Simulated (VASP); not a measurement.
A run of VASP 6.6.1:

File INCAR:

```
SYSTEM = H4C10F
  PREC = Accurate
  ENCUT = 520
  EDIFF = 1E-7
  ISMEAR = -1
  SIGMA = 0.05
  LREAL = Auto
  LASPH = .TRUE.
  NELM = 80
  ALGO = Normal
  ISIF = 2
  LWAVE = .FALSE.
  LCHARG = .FALSE.
  GGA = CA
  NBANDS = 72
```

KPOINTS

```
regular mesh
0
G
  2 2 1
  0 0 0
```

File POSCAR:

```
H4C10F
1.0
    5.0487420000      0.0000000000      0.0000000000
    0.0000000000      5.0487420000      0.0000000000
    0.0000000000      0.0000000000     17.1647000000
H C F
8 20 2
Direct
    0.4277897346      0.0000000000      0.0582591015
    0.0722160095      0.0000000000      0.0582591015
    0.9277954786      0.0000000000      0.0582591015
    0.5722217535      0.0000000000      0.0582591015
    0.4277897346      0.5000057440      0.0582591015
    0.0722160095      0.5000057440      0.0582591015
    0.9277954786      0.5000057440      0.0582591015
    0.5722217535      0.5000057440      0.0582591015
    0.2500028720      0.0000000000      0.0952361533
    0.7500086160      0.0000000000      0.0952361533
    0.2500028720      0.5000057440      0.0952361533
    0.7500086160      0.5000057440      0.0952361533
    0.2500028720      0.2500028720      0.1472324014
    0.7500086160      0.2500028720      0.1472324014
    0.2500028720      0.7500086160      0.1472324014
    0.7500086160      0.7500086160      0.1472324014
   -0.0040406105      0.2479033391      0.1924647678
    0.4956482229      0.2524985432      0.1955699779
   -0.0059816881      0.7465622129      0.2037612076
    0.4975496866      0.7589811482      0.2042855395
    0.0004159452      0.0226393030      0.2490285295
    0.5014912626      0.0219262541      0.2507821284
    0.0006140143      0.4760591846      0.2500946710
    0.5001047786      0.4935486900      0.2565672572
    0.2561232085      0.1021640638      0.2952920820
    0.7580106094      0.1013321734      0.3001741947
    0.2465564689      0.4000600546      0.2898332042
    0.7459878124      0.3932662830      0.2926995520
    0.2465960827      0.0082000625      0.3691821005
    0.7314495373      0.0111909066      0.3738370027
```

Potentials or basis: VASP PAW LDA potentials, release 64 (H, C, F).

Run with:

```console
$ cat potpaw_LDA.64/H/POTCAR potpaw_LDA.64/C/POTCAR potpaw_LDA.64/F/POTCAR > POTCAR
$ mpirun -np 1 vasp_std > vasp.out
```

Hardware: 1 thread of Oxide Virtual Turin-like Processor, with other jobs on the host.

Problem. How long does it take, and how much memory?

Solution. Run time: 8.2 min on 1 thread of Oxide Virtual Turin-like Processor (shared host), peak memory 0.37 GiB. Counts: scf iterations 27, k points 4.
